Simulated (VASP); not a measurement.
A run of VASP 6.6.1 is set up as follows.

INCAR

```
ALGO = Normal
EDIFF = 1E-6
ENCUT = 520
GGA = PE
ISIF = 2
ISMEAR = 0
LASPH = T
LCHARG = F
LREAL = F
LWAVE = F
NBANDS = 31
NELM = 100
PREC = Accurate
SIGMA = 0.1
```

KPOINTS

```
k-points
0
Gamma
  6 6 4
```

POSCAR

```
Ta3B2N
1.0
    4.9393968100      0.0000000000      0.0000000000
   -2.4696984000      4.2776431200      0.0000000000
    0.0000000000      0.0000000000      4.1251041500
Ta B N
3 2 1
Direct
    0.5000000000      0.0000000000      0.3910249600
    0.0000000000      0.5000000000      0.3910249600
    0.5000000000      0.5000000000      0.3910249600
    0.3333333300      0.6666666700      0.6499078100
    0.6666666700      0.3333333300      0.6499078100
    0.0000000000      0.0000000000      0.8339446200
```

Potentials or basis: VASP PAW PBE potentials, release 64 (Ta_pv, B, N).

Command:

```bash
$ cat potpaw_PBE.64/Ta_pv/POTCAR potpaw_PBE.64/B/POTCAR potpaw_PBE.64/N/POTCAR > POTCAR
$ mpirun -np 1 vasp_std > vasp.out
```

(1) Predict the largest force.

(2) Estimate the pressure.

(3) Predict the band gap on the k mesh.

Answers

(1) 17.246 eV/Å.

(2) 80.2 GPa.

(3) zero (band 22 reaches 4.45 eV, above the bottom of band 23 at 3.15 eV).

Caveat: the k points lie up to 0.38 Å⁻¹ apart; spin-orbit coupling is left out, which moves the levels of the heavy elements; forces of over 1 eV/Å act on the atoms, so gaps and moduli don't describe the material at rest.
